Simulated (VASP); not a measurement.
# Cs (Im-3m) in VASP: further runs

Cs is run at these levels: PBEsol; tasks: single point.

Program: VASP 6.6.1. These are calculated values, not measurements. Logs are shortened: lines on timing, memory, paths and dates and some standing lists are left out, and cuts for length are marked.

### Step 1. The cell of the first run

Symmetry: Im-3m, No. 229, cubic system. The conventional cell has a = 6.257 Å, b = 6.257 Å, c = 6.257 Å, α = 90.00°, β = 90.00°, γ = 90.00°.

### Step 2. Single point, PBEsol

File INCAR:

```
SYSTEM = Cs
PREC = Accurate
ENCUT = 520
EDIFF = 1E-6
ISMEAR = -1
SIGMA = 0.05
LREAL = .False.
LASPH = .True.
NELM = 80
ALGO = Fast
ISIF = 2
LWAVE = .False.
LCHARG = .False.
GGA = PS
NBANDS = 10
```

File KPOINTS:

```
regular mesh
0
Gamma
  6 6 6
  0 0 0
```

File POSCAR:

```
Cs
1.0
   -3.1284650614      3.1284650614      3.1284650614
    3.1284650614     -3.1284650614      3.1284650614
    3.1284650614      3.1284650614     -3.1284650614
Cs
1
Direct
    0.0000000000      0.0000000000      0.0000000000
```

Potentials or basis: VASP PAW PBE potentials, release 64 (Cs_sv).

Run with:

```bash
$ cat potpaw_PBE.64/Cs_sv/POTCAR > POTCAR
$ mpirun -np 1 vasp_std > vasp.out
```

OUTCAR:

```text
SYSTEM = Cs
   PREC = Accurate
   ENCUT = 520
   EDIFF = 1E-6
   ISMEAR = -1
   LREAL = .False.
   LASPH = .True.
   NELM = 80
   ISIF = 2
   GGA = PS

 ion  position               nearest neighbor table
   1  0.000  0.000  0.000-

  LATTYP: Found a body centered cubic cell.
 ALAT       =     6.2569301228

  Lattice vectors:

 A1 = (  -3.1284650614,   3.1284650614,   3.1284650614)
 A2 = (   3.1284650614,  -3.1284650614,   3.1284650614)
 A3 = (   3.1284650614,   3.1284650614,  -3.1284650614)

Analysis of symmetry for initial positions (statically):
=====================================================================
 Subroutine PRICEL returns:
 Original cell was already a primitive cell.

 Routine SETGRP: Setting up the symmetry group for a
 body centered cubic supercell.

 Subroutine GETGRP returns: Found 48 space group operations
 (whereof 48 operations were pure point group operations)
 out of a pool of 48 trial point group operations.

The static configuration has the point symmetry O_h .

Analysis of symmetry for dynamics (positions and initial velocities):
=====================================================================
 Subroutine PRICEL returns:
 Original cell was already a primitive cell.

 Routine SETGRP: Setting up the symmetry group for a
 body centered cubic supercell.

 Subroutine GETGRP returns: Found 48 space group operations
 (whereof 48 operations were pure point group operations)
 out of a pool of 48 trial point group operations.

The dynamic configuration has the point symmetry O_h .

 Subroutine INISYM returns: Found 48 space group operations
 (whereof 48 operations are pure point group operations),
 and found     1 'primitive' translations

----------------------------------------------------------------------------------------

                                     Primitive cell

  volume of cell :     122.4768

  direct lattice vectors                    reciprocal lattice vectors
    -3.128465061  3.128465061  3.128465061     0.000000000  0.159822785  0.159822785
     3.128465061 -3.128465061  3.128465061     0.159822785  0.000000000  0.159822785
     3.128465061  3.128465061 -3.128465061     0.159822785  0.159822785  0.000000000

  length of vectors
     5.418660436  5.418660436  5.418660436     0.226023551  0.226023551  0.226023551

  position of ions in fractional coordinates (direct lattice)
     0.000000000  0.000000000  0.000000000

  ion indices of the primitive-cell ions
   primitive index   ion index
                 1           1

----------------------------------------------------------------------------------------

 KPOINTS: regular mesh

Automatic generation of k-mesh.
 Grid dimensions read from file:
 generate k-points for:    6    6    6

 Generating k-lattice:

  Cartesian coordinates                     Fractional coordinates (reciprocal lattice)
     0.000000000  0.026637131  0.026637131     0.166666667  0.000000000  0.000000000
     0.026637131  0.000000000  0.026637131     0.000000000  0.166666667  0.000000000
     0.026637131  0.026637131  0.000000000     0.000000000  0.000000000  0.166666667

  Length of vectors
     0.037670592  0.037670592  0.037670592

  Shift w.r.t. Gamma in fractional coordinates (k-lattice)
     0.000000000  0.000000000  0.000000000

 Subroutine IBZKPT returns following result:
 ===========================================

 Found     16 irreducible k-points:

 Following reciprocal coordinates:
            Coordinates               Weight
  0.000000  0.000000  0.000000      1.000000
  0.166667  0.000000  0.000000     12.000000
  0.333333  0.000000  0.000000     12.000000
  0.500000  0.000000  0.000000      6.000000
  0.166667  0.166667  0.000000     24.000000
  0.333333  0.166667  0.000000     48.000000
[... 8 lines left out ...]
  0.500000  0.500000  0.333333     12.000000
  0.500000  0.500000  0.500000      1.000000
   k-points           NKPTS =     16   k-points in BZ     NKDIM =     16   number of bands    NBANDS=     10
   number of dos      NEDOS =    301   number of ions     NIONS =      1
   total plane-waves  NPLWV =  64000
   dimension x,y,z NGX =    40 NGY =   40 NGZ =   40
   dimension x,y,z NGXF=    80 NGYF=   80 NGZF=   80
   ions per type =               1
   NGX,Y,Z   is equivalent  to a cutoff of  12.27, 12.27, 12.27 a.u.
   NGXF,Y,Z  is equivalent  to a cutoff of  24.54, 24.54, 24.54 a.u.
 SYSTEM =  Cs
   PREC   = accura    normal or accurate (medium, high low for compatibility)
   ISTART =      0    job   : 0-new  1-cont  2-samecut
   ICHARG =      2    charge: 1-file 2-atom 10-const
   ISPIN  =      1    spin polarized calculation?
   LNONCOLLINEAR =      F non collinear calculations
   LSORBIT =      F    spin-orbit coupling
   LASPH  =      T    aspherical Exc in radial PAW
   ENCUT  =  520.0 eV  38.22 Ry    6.18 a.u.  10.08 10.08 10.08*2*pi/ulx,y,z
   NELM   =     80;   NELMIN=  2; NELMDL= -5     # of ELM steps
   EDIFF  = 0.1E-05   stopping-criterion for ELM
   LREAL  =      F    real-space projection
   EDIFFG = 0.1E-04   stopping-criterion for IOM
   NSW    =      0    number of steps for IOM
   IBRION =     -1    ionic relax: 0-MD 1-quasi-New 2-CG
   NFREE  =      0    steps in history (QN), initial steepest desc. (CG)
   ISIF   =      2    stress and relaxation
   ISYM   =      2    0-nonsym 1-usesym 2-fastsym
   POTIM  = 0.5000    time-step for ionic-motion
   TEBEG  =    0.0;   TEEND  =   0.0 temperature during run
   PSTRESS=    0.0 pullay stress
   NELECT =       9.0000    total number of electrons
   NUPDOWN=      -1.0000    fix difference up-down
   EMIN   =  10.00;   EMAX   =-10.00  energy-range for DOS
   EFERMI =   0.00;   METHOD = LEGACY
   ISMEAR =    -1;   SIGMA  =   0.05  broadening in eV -4-tet -1-fermi 0-gaus
   EFERMI_NEDOS =   21; number of points for ismear=-14 and -15
   IALGO  =     68    algorithm
   IMIX   =      4    mixing-type and parameters
     AMIX     =   0.40;   BMIX     =  1.00
     AMIX_MAG =   1.60;   BMIX_MAG =  1.00
  volume/ion in A,a.u.               =     122.48       826.51
  Fermi-wavevector in a.u.,A,eV,Ry     =   0.685706  1.295796  6.397353  0.470192
  Thomas-Fermi vector in A             =   1.765724
   LORBIT       =      0    0 simple, 1 ext, 2 COOP (PROOUT), +10 PAW based schemes
   GGA     = PS    functional components
   LHFCALC =     F    Hartree Fock is set to
   AEXX    =    0.0000 exact exchange contribution
   IVDW    =     0    specifies the selected vdW correction
   LEPSILON=     F    determine dielectric tensor
   LRPA    =     F    only Hartree local field effects (RPA)
 non-spin polarized calculation
 RMM-DIIS sequential band-by-band and
  energy-cutoff  :      520.00
  volume of cell :      122.48
 maximum number of plane-waves:      3322
   NGX = 21   NGY = 21   NGZ = 21

 number of electron       8.9999999 magnetization

 Free energy of the ion-electron system (eV)
  ---------------------------------------------------
  ext. energy  EPLUGINS =         0.00000000
  ---------------------------------------------------
  free energy    TOTEN  =        -0.92954511 eV

  energy without entropy =       -0.91155893  energy(sigma->0) =       -0.92055202

 E-fermi :   0.2322     XC(G=0):  -5.3152

 val. band max:        0.1063344127   @ k =   0.1667   0.1667   0.1667
 cond. band min:       0.2490692346   @ k =   0.3333   0.1667   0.0000
 fundamental gap:      0.1427348219
 Fermi energy:         0.2321971287

 k-point     1 :       0.0000    0.0000    0.0000
  band No.  band energies     occupation
      1     -23.6586      2.00000
      2     -10.3865      2.00000
      3     -10.3865      2.00000
      4     -10.3865      2.00000
      5      -1.3907      2.00000
      6       2.6884      0.00000
      7       2.6884      0.00000
      8       2.6884      0.00000
      9       3.5164      0.00000
     10       3.5164      0.00000

 k-point     2 :       0.1667    0.0000    0.0000
  band No.  band energies     occupation
      1     -23.6573      2.00000
      2     -10.4150      2.00000
      3     -10.3960      2.00000
      4     -10.3865      2.00000
      5      -1.1076      2.00000
      6       2.3471      0.00000
      7       2.4186      0.00000
      8       2.9733      0.00000
      9       3.3000      0.00000
     10       3.4857      0.00000

 k-point     3 :       0.3333    0.0000    0.0000
  band No.  band energies     occupation
      1     -23.6549      2.00000
      2     -10.4705      2.00000
      3     -10.4147      2.00000
      4     -10.3865      2.00000
      5      -0.3676      1.99999
      6       1.5629      0.00000
      7       2.0326      0.00000
      8       3.4318      0.00000
      9       3.6156      0.00000
     10       3.7930      0.00000

 k-point     4 :       0.5000    0.0000    0.0000
  band No.  band energies     occupation
      1     -23.6537      2.00000
      2     -10.4975      2.00000
      3     -10.4239      2.00000
      4     -10.3865      2.00000
      5       0.2855      0.51265
      6       1.0397      0.00000
      7       1.8805      0.00000
      8       3.3241      0.00000
      9       3.9387      0.00000
     10       4.4412      0.00000

 k-point     5 :       0.1667    0.1667    0.0000
  band No.  band energies     occupation
      1     -23.6555      2.00000
      2     -10.4527      2.00000
      3     -10.4077      2.00000
      4     -10.3930      2.00000
      5      -0.5868      2.00000
      6       1.8446      0.00000
      7       2.0473      0.00000
      8       3.2044      0.00000
      9       3.4769      0.00000
     10       3.7812      0.00000

 k-point     6 :       0.3333    0.1667    0.0000
  band No.  band energies     occupation
      1     -23.6537      2.00000
      2     -10.4836      2.00000
      3     -10.4296      2.00000
      4     -10.3953      2.00000
      5       0.2491      0.83286
      6       1.2398      0.00000
      7       1.7528      0.00000
      8       3.2471      0.00000
      9       3.7532      0.00000
     10       4.1713      0.00000

 k-point     7 :       0.3333    0.3333    0.0000
  band No.  band energies     occupation
      1     -23.6531      2.00000
      2     -10.4632      2.00000
      3     -10.4632      2.00000
      4     -10.4006      2.00000
      5       1.0693      0.00000
      6       1.1064      0.00000
      7       1.1064      0.00000
      8       3.3682      0.00000
      9       3.6687      0.00000
     10       3.6687      0.00000

 k-point     8 :       0.1667    0.1667    0.1667
  band No.  band energies     occupation
      1     -23.6541      2.00000
      2     -10.4742      2.00000
      3     -10.4115      2.00000
      4     -10.4115      2.00000
      5       0.1063      1.85069
      6       1.5256      0.00000
      7       1.5256      0.00000
      8       3.5623      0.00000
      9       3.8058      0.00000
     10       3.8064      0.00000

 k-point     9 :       0.3333    0.1667    0.1667
  band No.  band energies     occupation
      1     -23.6535      2.00000
      2     -10.4690      2.00000
      3     -10.4368      2.00000
      4     -10.4135      2.00000
      5       0.8591      0.00001
      6       1.0853      0.00000
      7       1.4312      0.00000
      8       2.8909      0.00000
      9       3.9209      0.00000
     10       3.9938      0.00000

 k-point    10 :      -0.1667    0.1667    0.1667
  band No.  band energies     occupation
      1     -23.6562      2.00000
      2     -10.4202      2.00000
      3     -10.4057      2.00000
      4     -10.4057      2.00000
      5      -0.8360      2.00000
      6       2.4155      0.00000
      7       2.4487      0.00000
      8       2.4487      0.00000
      9       3.0144      0.00000
     10       3.8994      0.00000

 k-point    11 :      -0.3333    0.3333    0.1667
  band No.  band energies     occupation
      1     -23.6539      2.00000
      2     -10.4655      2.00000
      3     -10.4251      2.00000
      4     -10.4080      2.00000
      5      -0.1230      1.99836
      6       1.5689      0.00000
      7       2.2265      0.00000
      8       2.6366      0.00000
      9       3.6397      0.00000
     10       3.7215      0.00000

 k-point    12 :       0.5000    0.5000    0.1667
  band No.  band energies     occupation
      1     -23.6527      2.00000
      2     -10.4898      2.00000
      3     -10.4347      2.00000
      4     -10.4069      2.00000
      5       0.5718      0.00224
      6       1.0044      0.00000
      7       2.1060      0.00000
      8       2.4971      0.00000
      9       3.7440      0.00000
     10       4.7449      0.00000

 k-point    13 :      -0.3333    0.5000    0.1667
  band No.  band energies     occupation
      1     -23.6522      2.00000
      2     -10.4762      2.00000
      3     -10.4516      2.00000
      4     -10.4153      2.00000
      5       0.6347      0.00064
      6       1.2105      0.00000
      7       1.7460      0.00000
      8       2.9618      0.00000
      9       3.2691      0.00000
     10       4.3207      0.00000

 k-point    14 :      -0.3333    0.3333    0.3333
  band No.  band energies     occupation
      1     -23.6518      2.00000
      2     -10.4599      2.00000
      3     -10.4457      2.00000
      4     -10.4457      2.00000
      5       0.4547      0.02308
      6       1.3215      0.00000
      7       2.5745      0.00000
      8       2.5745      0.00000
      9       2.8214      0.00000
     10       3.8747      0.00000

 k-point    15 :       0.5000    0.5000    0.3333
  band No.  band energies     occupation
      1     -23.6507      2.00000
      2     -10.4743      2.00000
      3     -10.4559      2.00000
      4     -10.4469      2.00000
      5       0.9529      0.00000
      6       0.9918      0.00000
      7       2.2548      0.00000
      8       2.6706      0.00000
      9       3.3012      0.00000
     10       4.6070      0.00000

 k-point    16 :       0.5000    0.5000    0.5000
  band No.  band energies     occupation
      1     -23.6498      2.00000
      2     -10.4665      2.00000
      3     -10.4665      2.00000
      4     -10.4665      2.00000
      5       0.9372      0.00000
      6       0.9372      0.00000
      7       3.0739      0.00000
      8       3.0739      0.00000
      9       3.0739      0.00000
     10       4.3724      0.00000

------------------------ aborting loop because EDIFF is reached ----------------------------------------

  FORCE on cell =-STRESS in cart. coord.  units (eV):
  Direction    XX          YY          ZZ          XY          YZ          ZX
  --------------------------------------------------------------------------------------
  -------------------------------------------------------------------------------------
  Total       -0.1578445     -0.1578445     -0.1578445      0.0000000      0.0000000     -0.0000000
  in kB       -2.0648386     -2.0648386     -2.0648386      0.0000000      0.0000000     -0.0000000
  external PRESSURE =      -2.0648386 kB  Pullay stress =       0.0000000 kB

 VOLUME and BASIS-vectors are now :
 -----------------------------------------------------------------------------
  energy-cutoff  :      520.00
  volume of cell :      122.48
      direct lattice vectors                 reciprocal lattice vectors
    -3.128465061  3.128465061  3.128465061     0.000000000  0.159822785  0.159822785
     3.128465061 -3.128465061  3.128465061     0.159822785  0.000000000  0.159822785
     3.128465061  3.128465061 -3.128465061     0.159822785  0.159822785  0.000000000

 POSITION                                       TOTAL-FORCE (eV/Angst)
 -----------------------------------------------------------------------------------
      0.00000      0.00000      0.00000         0.000000     -0.000000      0.000000
 -----------------------------------------------------------------------------------
    total drift:                               -0.000000      0.000000     -0.000000

  FREE ENERGIE OF THE ION-ELECTRON SYSTEM (eV)
  ---------------------------------------------------
  free  energy   TOTEN  =        -0.9295451135 eV

  energy  without entropy=       -0.9115589282  energy(sigma->0) =       -0.92055202
```

It took 14 s on 1 thread of Intel Xeon Platinum 8259CL at 2.50GHz (Skylake/Cascade Lake), shared host; peak memory 0.22 GiB.

Results:

```yaml
Free_energy: -0.9295 eV
Pressure: -0.2 GPa
```

Caveat: the PAW data sets were made with another functional, which shifts forces and pressure a little; spin-orbit coupling is left out, which moves the levels of the heavy elements.

(Part 1 of 2 ends here.)
